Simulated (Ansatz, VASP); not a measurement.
## One calculation of MgO, two programs

The input INCAR:

```
SYSTEM = MgO
ALGO = Normal ; EDIFF = 1E-6
ENCUT = 520 ; GGA = PS
ISIF = 2 ; ISMEAR = 0
LASPH = .TRUE. ; LCHARG = .TRUE.
LELF = .TRUE. ; LREAL = .FALSE.
LVHAR = .TRUE. ; LWAVE = .FALSE.
NBANDS = 26 ; NELM = 80
PREC = Accurate ; SIGMA = 0.05
```

KPOINTS

```
k-points
0
G
  9 9 4
  0 0 0
```

File POSCAR:

```
MgO
1.0
    3.2553371795      0.0000000000      0.0000000000
   -1.6276685897      2.8192046953      0.0000000000
    0.0000000000      0.0000000000     10.4149514991
Mg O
4 4
Direct
    0.3333333333      0.6666666667      0.9695963559
    0.0000000000      0.0000000000      0.2209473890
    0.0000000000      0.0000000000      0.7209473890
    0.6666666667      0.3333333333      0.4695963559
    0.3333333333      0.6666666667      0.7799156657
   -0.1996720967      0.0000000000      0.4920926037
    0.0000000000      0.0000000000      0.0295387694
    0.6666666667      0.3333333333      0.2799156657
```

Input for Ansatz:

```yaml
crystal:
  lattice:
    - [3.2553371795, 0.0, 0.0]
    - [-1.6276685897, 2.8192046953, 0.0]
    - [0.0, 0.0, 10.4149514991]
  atoms:
    - { symbol: Mg, position: [0.3333333333, 0.6666666667, 0.9695963559] }
    - { symbol: Mg, position: [0.0, 0.0, 0.220947389] }
    - { symbol: Mg, position: [0.0, 0.0, 0.720947389] }
    - { symbol: Mg, position: [0.6666666667, 0.3333333333, 0.4695963559] }
    - { symbol: O, position: [0.3333333333, 0.6666666667, 0.7799156657] }
    - { symbol: O, position: [-0.1996720967, 0.0, 0.4920926037] }
    - { symbol: O, position: [0.0, 0.0, 0.0295387694] }
    - { symbol: O, position: [0.6666666667, 0.3333333333, 0.2799156657] }
basis:
  ecutwfc: 420
kpoints:
  mp_grid: { grid: [9, 9, 4] }
hamiltonian:
  xc: pbesol
  pseudopotentials: { kind: paw, azcp: { folder: soft_1 } }
scf:
  occupations: { method: gaussian, width: 0.05 }
output:
  forces: true
  stress: true
  eigenvalues: true
```

Alike in both runs: task single point; functional PBEsol; k mesh 9 × 9 × 4; occupations gaussian, width 0.05 eV; no spin polarisation.

|  | VASP | Ansatz |
| --- | --- | --- |
| version | VASP 6.6.1 | Ansatz 0.2.0 |
| potentials or method | VASP PAW PBE potentials, release 64 (Mg, O), cutoff 520 eV | scalar-relativistic, plane waves, PAW |
| valence electrons in the cell | 32 | 64 |

|  | VASP | Ansatz | Ansatz less VASP |
| --- | --- | --- | --- |
| gap on the k mesh at the Fermi level (eV) | 2.00 | 2.03 | +0.032 |
| least direct gap on the mesh (eV) | 2.00 | 2.03 | +0.032 |
| pressure (GPa) | 19.8 | 18.1 | -1.70 |
| traceless stress, the component that is largest in VASP (GPa) | -31.65 | -28.80 | +2.847 |
| rms of the force components (eV/Å) | 8.432 | 7.715 | -0.7165 |

VASP's potentials were made for PBE, not for PBEsol, and Ansatz warns of the same on its side. Atom by atom the forces differ by 0.719 eV/Å (rms over components). VASP's potentials hold 32 valence electrons a cell and Ansatz's 64, so a difference there can come from the potentials and not from the codes.
